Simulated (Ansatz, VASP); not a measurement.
# TiAl3: VASP beside Ansatz

INCAR

```
SYSTEM = TiAl3
PREC     = Accurate       ! precision mode
ENCUT    = 520            ! plane-wave cutoff, eV
EDIFF    = 1E-6           ! SCF threshold, eV
ISMEAR   = 0              ! smearing method
SIGMA    = 0.1            ! smearing width, eV
LREAL    = .False.        ! projectors in reciprocal space
LASPH    = .True.         ! aspherical terms in the spheres
NELM     = 100            ! most SCF steps
ALGO     = Normal         ! electronic algorithm
ISIF     = 2              ! what is computed and relaxed
LWAVE    = .False.        ! write WAVECAR
LCHARG   = .True.         ! write CHGCAR
GGA      = PE             ! functional
LELF     = .True.         ! ELF
LVHAR    = .True.       
NBANDS   = 18             ! bands
```

Contents of KPOINTS:

```
Automatic mesh
0
Gamma
  14 10 10
  0 0 0
```

File POSCAR:

```
TiAl3
1.0
    2.8238032056      0.0000000000      0.0000000000
    0.0000000000      4.4696240546      0.0000000000
    0.0000000000      0.0000000000      5.2173299332
Ti Al
1 3
Direct
    0.0000000000      0.5000000000      0.1711294393
    0.5000000000      0.5000000000      0.6494406076
    0.5000000000      0.0000000000      0.3465711961
    0.0000000000      0.0000000000      0.8328577570
```

Input for Ansatz:

```yaml
crystal:
  lattice:
    - [2.8238032056, 0.0, 0.0]
    - [0.0, 4.4696240546, 0.0]
    - [0.0, 0.0, 5.2173299332]
  atoms:
    - { symbol: Ti, position: [0.0, 0.5, 0.1711294393] }
    - { symbol: Al, position: [0.5, 0.5, 0.6494406076] }
    - { symbol: Al, position: [0.5, 0.0, 0.3465711961] }
    - { symbol: Al, position: [0.0, 0.0, 0.832857757] }
basis:
  ecutwfc: 420
kpoints:
  mp_grid: { grid: [14, 10, 10] }
hamiltonian:
  xc: pbe
scf:
  occupations: { method: gaussian, width: 0.1 }
output:
  forces: true
  stress: true
  eigenvalues: true
```

Alike in both runs: task single point; functional PBE; k mesh 14 × 10 × 10; occupations gaussian, width 0.1 eV; no spin polarisation.

|  | VASP | Ansatz |
| --- | --- | --- |
| version | VASP 6.6.1 | Ansatz 0.2.0 |
| potentials or method | VASP PAW PBE potentials, release 64 (Ti_sv, Al), cutoff 520 eV | scalar-relativistic, plane waves, PAW |
| valence electrons in the cell | 21 | 21 |

Ansatz gave:

```
gap on the k mesh at the Fermi level (eV)                     : none
pressure (GPa)                                                : -0.5
traceless stress, the component that is largest in VASP (GPa) : -5.60
rms of the force components (eV/Å)                            : 0.249
```

**Question.** Which values does VASP return?

**Answer.** gap on the k mesh at the Fermi level (eV): none; pressure (GPa): -0.6; traceless stress, the component that is largest in VASP (GPa): -5.59; rms of the force components (eV/Å): 0.250.

Atom by atom the forces differ by 0.001 eV/Å (rms over components). A gap of «none» marks a metal or a gap that the smearing closes. The functional is the same, so the differences come from potentials, cutoffs and numerics.
